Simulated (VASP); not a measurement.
Set up this calculation in VASP 6.6.1, as the native input.

- Task: relaxation of cell and atoms
- Functional: PBE
- Potentials or basis: VASP PAW PBE potentials, release 64 (V_sv, H)
- Cutoff: 600 eV
- k mesh: 6 × 6 × 4
- Occupations: gaussian, width 0.1 eV
- Spin: no spin polarisation
- Dipole correction: no
- Further INCAR settings: ALGO = Normal; EDIFF = 1e-07; IBRION = 2; EDIFFG = -0.04; NSW = 90; ISIF = 3

The structure of V3H2 lies in POSCAR:

```
V3H2
1.0
    3.3290214571      0.0000000000      0.0000000000
   -1.6645107285      2.8830171516      0.0000000000
    0.0000000000      0.0000000000      5.1794166324
V H
3 2
Direct
    0.0000000000      0.0000000000      0.0000000000
    0.3333333333      0.6666666667      0.6450000000
    0.6666666667      0.3333333333      0.3550000000
    0.3333333333      0.6666666667      0.2450000000
    0.6666666667      0.3333333333      0.7550000000
```

One way to write it, as run:

INCAR

```
SYSTEM = V3H2
ALGO     = Normal         ! electronic algorithm
EDIFF    = 1E-7           ! SCF threshold, eV
EDIFFG   = -0.04          ! ionic threshold
ENCUT    = 600            ! plane-wave cutoff, eV
GGA      = PE             ! functional
IBRION   = 2              ! ionic algorithm
ISIF     = 3              ! what is computed and relaxed
ISMEAR   = 0              ! smearing method
LASPH    = .TRUE.         ! aspherical terms in the spheres
LCHARG   = .FALSE.        ! write CHGCAR
LREAL    = .FALSE.        ! projectors in reciprocal space
LWAVE    = .FALSE.        ! write WAVECAR
NELM     = 60             ! most SCF steps
NSW      = 90             ! ionic steps
PREC     = Accurate       ! precision mode
SIGMA    = 0.1            ! smearing width, eV
```

KPOINTS

```
k-points
0
G
  6 6 4
  0 0 0
```

Potentials or basis: VASP PAW PBE potentials, release 64 (V_sv, H).

Command:

```sh
$ cat potpaw_PBE.64/V_sv/POTCAR potpaw_PBE.64/H/POTCAR > POTCAR
$ mpirun -np 1 vasp_std > vasp.out
```

It gave:

* Relaxed volume: 8.91 Å³/atom
* Relaxed cell: a = 2.832 Å, b = 2.832 Å, c = 6.414 Å, α = 90.00°, β = 90.00°, γ = 120.00°
* Space group after relaxing (to 0.1 Å): P-3m1 (No. 164)
* Energy gained by relaxing: 342.9 meV/atom
* Ionic steps: 24
* Pressure after relaxing: 0.2 GPa
* Largest force after relaxing: 0.027 eV/Å
* Band gap on the k mesh: zero (an odd number of electrons rules out a gap without spin polarisation)

Caveat: the k points lie up to 0.43 Å⁻¹ apart in the final cell, too coarse for converged energies and pressures of a metal; a cell axis changed by over 15 % at a fixed basis, so the end point is rough.

It took 5.8 min on 1 thread of Intel(R) Xeon(R) 6975P-C (Granite Rapids), on a shared host, peak memory 0.19 GiB.
